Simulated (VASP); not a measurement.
# NaI (Pm-3m) in VASP: single point with HSE06

Aim: the single point of NaI with HSE06.

Everything below comes from runs of VASP 6.6.1. Logs are shortened: lines on timing, memory, paths and dates and some standing lists are left out, and cuts for length are marked.

## Step 1: The cell of the first run

Symmetry: Pm-3m, No. 221, cubic system. The conventional cell has a = 4.041 Å, b = 4.041 Å, c = 4.041 Å, α = 90.00°, β = 90.00°, γ = 90.00°. Within 4.6 Å of Na (site symmetry m-3m) lie 8 I at 3.50 Å and 6 Na at 4.04 Å. Within 4.6 Å of I (site symmetry m-3m) lie 8 Na at 3.50 Å and 6 I at 4.04 Å.

## Step 2: Single point, HSE06

The input, POSCAR:

```
NaI
1.0
    4.0405366932      0.0000000000      0.0000000000
    0.0000000000      4.0405366932      0.0000000000
    0.0000000000      0.0000000000      4.0405366932
Na I
1 1
Direct
    0.0000000000      0.0000000000      0.0000000000
    0.5000000000      0.5000000000      0.5000000000
```

The input, INCAR.step1:

```
ALGO     = Normal         # electronic algorithm
EDIFF    = 1E-5           # SCF threshold, eV
ENCUT    = 520            # plane-wave cutoff, eV
GGA      = PE             # functional
ISIF     = 2              # what is computed and relaxed
ISMEAR   = 0              # smearing method
LASPH    = True           # aspherical terms in the spheres
LREAL    = False          # projectors in reciprocal space
LWAVE    = True           # write WAVECAR
NBANDS   = 14             # bands
NELM     = 60             # most SCF steps
PREC     = Accurate       # precision mode
SIGMA    = 0.01           # smearing width, eV
```

The input, INCAR.step2:

```
ALGO     = Normal         # electronic algorithm
EDIFF    = 1E-7           # SCF threshold, eV
ENCUT    = 520            # plane-wave cutoff, eV
GGA      = PE             # functional
HFSCREEN = 0.2079         # screening, 1/A
ISIF     = 2              # what is computed and relaxed
ISMEAR   = 0              # smearing method
ISTART   = 1            
LASPH    = True           # aspherical terms in the spheres
LCHARG   = True           # write CHGCAR
LELF     = True           # ELF
LHFCALC  = True           # exact exchange
LREAL    = False          # projectors in reciprocal space
LVHAR    = True         
LWAVE    = False          # write WAVECAR
NBANDS   = 14             # bands
NELM     = 60             # most SCF steps
PREC     = Accurate       # precision mode
PRECFOCK = Normal       
SIGMA    = 0.01           # smearing width, eV
```

The input, KPOINTS:

```
k-points
0
Gamma
  4 4 4
```

Potentials or basis: VASP PAW PBE potentials, release 64 (Na_pv, I).

The run is started by

```
$ cat potpaw_PBE.64/Na_pv/POTCAR potpaw_PBE.64/I/POTCAR > POTCAR
$ cp INCAR.step1 INCAR
$ mpirun -np 1 vasp_std > vasp.out
$ cp INCAR.step2 INCAR
$ mpirun -np 1 vasp_std > vasp.out
```

OUTCAR:

```text
EDIFF = 1E-7
   ENCUT = 520
   GGA = PE
   HFSCREEN = 0.2079
   ISIF = 2
   ISMEAR = 0
   ISTART = 1
   LASPH = True
   LHFCALC = True
   LREAL = False
   NELM = 60
   PREC = Accurate
   PRECFOCK = Normal

 ion  position               nearest neighbor table
   1  0.000  0.000  0.000-
   2  0.500  0.500  0.500-

  LATTYP: Found a simple cubic cell.
 ALAT       =     4.0405366932

  Lattice vectors:

 A1 = (   4.0405366932,   0.0000000000,   0.0000000000)
 A2 = (   0.0000000000,   4.0405366932,   0.0000000000)
 A3 = (   0.0000000000,   0.0000000000,   4.0405366932)

Analysis of symmetry for initial positions (statically):
=====================================================================
 Subroutine PRICEL returns:
 Original cell was already a primitive cell.

 Routine SETGRP: Setting up the symmetry group for a
 simple cubic supercell.

 Subroutine GETGRP returns: Found 48 space group operations
 (whereof 48 operations were pure point group operations)
 out of a pool of 48 trial point group operations.

The static configuration has the point symmetry O_h .

Analysis of symmetry for dynamics (positions and initial velocities):
=====================================================================
 Subroutine PRICEL returns:
 Original cell was already a primitive cell.

 Routine SETGRP: Setting up the symmetry group for a
 simple cubic supercell.

 Subroutine GETGRP returns: Found 48 space group operations
 (whereof 48 operations were pure point group operations)
 out of a pool of 48 trial point group operations.

The dynamic configuration has the point symmetry O_h .

 Subroutine INISYM returns: Found 48 space group operations
 (whereof 48 operations are pure point group operations),
 and found     1 'primitive' translations

----------------------------------------------------------------------------------------

                                     Primitive cell

  volume of cell :      65.9655

  direct lattice vectors                    reciprocal lattice vectors
     4.040536693  0.000000000  0.000000000     0.247491874  0.000000000  0.000000000
     0.000000000  4.040536693  0.000000000     0.000000000  0.247491874  0.000000000
     0.000000000  0.000000000  4.040536693     0.000000000  0.000000000  0.247491874

  length of vectors
     4.040536693  4.040536693  4.040536693     0.247491874  0.247491874  0.247491874

  position of ions in fractional coordinates (direct lattice)
     0.000000000  0.000000000  0.000000000
     0.500000000  0.500000000  0.500000000

  ion indices of the primitive-cell ions
   primitive index   ion index
                 1           1
                 2           2

----------------------------------------------------------------------------------------

 KPOINTS: k-points

Automatic generation of k-mesh.
 Grid dimensions read from file:
 generate k-points for:    4    4    4

 Generating k-lattice:

  Cartesian coordinates                     Fractional coordinates (reciprocal lattice)
     0.061872969  0.000000000  0.000000000     0.250000000  0.000000000  0.000000000
     0.000000000  0.061872969  0.000000000     0.000000000  0.250000000  0.000000000
     0.000000000  0.000000000  0.061872969     0.000000000  0.000000000  0.250000000

  Length of vectors
     0.061872969  0.061872969  0.061872969

  Shift w.r.t. Gamma in fractional coordinates (k-lattice)
     0.000000000  0.000000000  0.000000000

 Subroutine IBZKPT returns following result:
 ===========================================

 Found     10 irreducible k-points:

 Following reciprocal coordinates:
            Coordinates               Weight
  0.000000  0.000000  0.000000      1.000000
  0.250000  0.000000  0.000000      6.000000
  0.500000  0.000000  0.000000      3.000000
  0.250000  0.250000  0.000000     12.000000
  0.500000  0.250000  0.000000     12.000000
  0.500000  0.500000  0.000000      3.000000
  0.250000  0.250000  0.250000      8.000000
  0.500000  0.250000  0.250000     12.000000
  0.500000  0.500000  0.250000      6.000000
  0.500000  0.500000  0.500000      1.000000
   k-points           NKPTS =     10   k-points in BZ     NKDIM =     64   number of bands    NBANDS=     14
   number of dos      NEDOS =    301   number of ions     NIONS =      2
   total plane-waves  NPLWV =  27000
   dimension x,y,z NGX =    30 NGY =   30 NGZ =   30
   dimension x,y,z NGXF=    60 NGYF=   60 NGZF=   60
   ions per type =               1   1
   NGX,Y,Z   is equivalent  to a cutoff of  12.34, 12.34, 12.34 a.u.
   NGXF,Y,Z  is equivalent  to a cutoff of  24.69, 24.69, 24.69 a.u.
 SYSTEM =  unknown system
   PREC   = accura    normal or accurate (medium, high low for compatibility)
   ISTART =      1    job   : 0-new  1-cont  2-samecut
   ICHARG =      0    charge: 1-file 2-atom 10-const
   ISPIN  =      1    spin polarized calculation?
   LNONCOLLINEAR =      F non collinear calculations
   LSORBIT =      F    spin-orbit coupling
   LASPH  =      T    aspherical Exc in radial PAW
   ENCUT  =  520.0 eV  38.22 Ry    6.18 a.u.   7.51  7.51  7.51*2*pi/ulx,y,z
   NELM   =     60;   NELMIN=  2; NELMDL=  0     # of ELM steps
   EDIFF  = 0.1E-06   stopping-criterion for ELM
   LREAL  =      F    real-space projection
   EDIFFG = 0.1E-05   stopping-criterion for IOM
   NSW    =      0    number of steps for IOM
   IBRION =     -1    ionic relax: 0-MD 1-quasi-New 2-CG
   NFREE  =      0    steps in history (QN), initial steepest desc. (CG)
   ISIF   =      2    stress and relaxation
   ISYM   =      3    0-nonsym 1-usesym 2-fastsym
   POTIM  = 0.5000    time-step for ionic-motion
   TEBEG  =    0.0;   TEEND  =   0.0 temperature during run
   PSTRESS=    0.0 pullay stress
   NELECT =      14.0000    total number of electrons
   NUPDOWN=      -1.0000    fix difference up-down
   EMIN   =  10.00;   EMAX   =-10.00  energy-range for DOS
   EFERMI =   0.00;   METHOD = LEGACY
   ISMEAR =     0;   SIGMA  =   0.01  broadening in eV -4-tet -1-fermi 0-gaus
   EFERMI_NEDOS =   21; number of points for ismear=-14 and -15
   IALGO  =     38    algorithm
   IMIX   =      1    mixing-type and parameters
     AMIX     =   0.40;   BMIX     =  1.00
     AMIX_MAG =   1.60;   BMIX_MAG =  1.00
  volume/ion in A,a.u.               =      32.98       222.58
  Fermi-wavevector in a.u.,A,eV,Ry     =   0.976514  1.845344 12.974237  0.953580
  Thomas-Fermi vector in A             =   2.107139
   LORBIT       =      0    0 simple, 1 ext, 2 COOP (PROOUT), +10 PAW based schemes
   GGA     = PE    functional components
   LHFCALC =     T    Hartree Fock is set to
   PRECFOCK=normal    Normal, Fast or Accurate (Low or Medium for compatibility)
   ENCUT4O =  -1.0   cutoff for four orbital integrals eV
   NKREDX  =     1    reduce k-point grid by
   NKREDY  =     1    reduce k-point grid by
   NKREDZ  =     1    reduce k-point grid by
   AEXX    =    0.2500 exact exchange contribution
   HFSCREEN=    0.2079 screening length (either q_TF or 0.3 A-1)
   HFSCREENC=   0.2079 screening length for correlation (either q_TF or 0.3 A-1)
   ENCUTFOCK=  -1.0 apply spherical cutoff to Coloumb kernel
   IVDW    =     0    specifies the selected vdW correction
   LEPSILON=     F    determine dielectric tensor
   LRPA    =     F    only Hartree local field effects (RPA)
 non-spin polarized calculation
 Gauss-broadening in eV      SIGMA  =   0.01
  energy-cutoff  :      520.00
  volume of cell :       65.97
 maximum number of plane-waves:      1800
  NGX = 24; NGY = 24; NGZ = 24

 number of electron      13.9999980 magnetization

 Free energy of the ion-electron system (eV)
  ---------------------------------------------------
  ext. energy  EPLUGINS =         0.00000000
  ---------------------------------------------------
  free energy    TOTEN  =        -5.91088852 eV

  energy without entropy =       -5.91088852  energy(sigma->0) =       -5.91088852

 E-fermi :   1.4756     XC(G=0):  -6.5837

 val. band max:        1.3213891499   @ k =   0.5000   0.5000   0.0000
 cond. band min:       4.5457701042   @ k =   0.0000   0.0000   0.0000
 fundamental gap:      3.2243809543
 Fermi energy:         1.4756039741

 k-point     1 :       0.0000    0.0000    0.0000
  band No.  band energies     occupation
      1     -24.8515      2.00000
      2     -24.8515      2.00000
      3     -24.8515      2.00000
      4     -11.5082      2.00000
      5       0.6176      2.00000
      6       0.6176      2.00000
      7       0.6176      2.00000
      8       4.5458      0.00000
      9       7.8402      0.00000
     10       7.8402      0.00000
     11      13.8028      0.00000
     12      13.8028      0.00000
     13      13.8028      0.00000
     14      14.4566      0.00000

 k-point     2 :       0.2500    0.0000    0.0000
  band No.  band energies     occupation
      1     -24.8553      2.00000
      2     -24.8511      2.00000
      3     -24.8511      2.00000
      4     -11.3328      2.00000
      5      -1.0458      2.00000
      6       0.7867      2.00000
      7       0.7867      2.00000
      8       5.7510      0.00000
      9       8.3656      0.00000
     10       9.2916      0.00000
     11      11.4624      0.00000
     12      11.4624      0.00000
     13      12.7410      0.00000
     14      13.2822      0.00000

 k-point     3 :       0.5000    0.0000    0.0000
  band No.  band energies     occupation
      1     -24.8590      2.00000
      2     -24.8507      2.00000
      3     -24.8507      2.00000
      4     -11.1396      2.00000
      5      -2.1782      2.00000
      6       0.9710      2.00000
      7       0.9710      2.00000
      8       6.9112      0.00000
      9       8.7490      0.00000
     10       9.3807      0.00000
     11      10.3065      0.00000
     12      10.3065      0.00000
     13      11.1569      0.00000
     14      15.5958      0.00000
[... 86 lines left out ...]
 k-point     9 :       0.5000    0.5000    0.2500
  band No.  band energies     occupation
      1     -24.8572      2.00000
      2     -24.8572      2.00000
      3     -24.8534      2.00000
      4     -10.6749      2.00000
      5      -1.2309      2.00000
      6      -1.2309      2.00000
      7       0.0336      2.00000
      8       5.5248      0.00000
      9       7.7287      0.00000
     10       7.7287      0.00000
     11      10.9581      0.00000
     12      12.0926      0.00000
     13      14.8196      0.00000
     14      14.8196      0.00000

 k-point    10 :       0.5000    0.5000    0.5000
  band No.  band energies     occupation
      1     -24.8566      2.00000
      2     -24.8566      2.00000
      3     -24.8566      2.00000
      4     -10.5153      2.00000
      5      -0.9492      2.00000
      6      -0.9492      2.00000
      7      -0.9492      2.00000
      8       6.3953      0.00000
      9       6.3953      0.00000
     10       6.3953      0.00000
     11       9.0529      0.00000
     12      16.2728      0.00000
     13      16.2728      0.00000
     14      16.2728      0.00000

------------------------ aborting loop because EDIFF is reached ----------------------------------------

  FORCE on cell =-STRESS in cart. coord.  units (eV):
  Direction    XX          YY          ZZ          XY          YZ          ZX
  --------------------------------------------------------------------------------------
  -------------------------------------------------------------------------------------
  Total        0.0776894      0.0776894      0.0776894      0.0000000      0.0000000     -0.0000000
  in kB        1.8869285      1.8869285      1.8869285      0.0000000      0.0000000     -0.0000000
  external PRESSURE =       1.8869285 kB  Pullay stress =       0.0000000 kB

 VOLUME and BASIS-vectors are now :
 -----------------------------------------------------------------------------
  energy-cutoff  :      520.00
  volume of cell :       65.97
      direct lattice vectors                 reciprocal lattice vectors
     4.040536693  0.000000000  0.000000000     0.247491874  0.000000000  0.000000000
     0.000000000  4.040536693  0.000000000     0.000000000  0.247491874  0.000000000
     0.000000000  0.000000000  4.040536693     0.000000000  0.000000000  0.247491874

 POSITION                                       TOTAL-FORCE (eV/Angst)
 -----------------------------------------------------------------------------------
      0.00000      0.00000      0.00000         0.000000      0.000000      0.000000
      2.02027      2.02027      2.02027         0.000000      0.000000      0.000000
 -----------------------------------------------------------------------------------
    total drift:                                0.000002      0.000002      0.000002

  FREE ENERGIE OF THE ION-ELECTRON SYSTEM (eV)
  ---------------------------------------------------
  free  energy   TOTEN  =        -5.9108885188 eV

  energy  without entropy=       -5.9108885188  energy(sigma->0) =       -5.91088852
```

Run time: 6 min. Hardware: 1 thread of AMD EPYC 7R43 (Zen 3), shared host; peak memory 0.24 GiB.

What came out:

```yaml
Free_energy: -5.9109 eV
Pressure: 0.2 GPa
Band_gap_on_the_k_mesh: 3.22 eV, indirect (least direct gap 3.68 eV)
```

Caveat: the PAW data sets were made with another functional, which shifts forces and pressure a little; spin-orbit coupling is left out, which moves the levels of the heavy elements. A k mesh can miss the band edges.
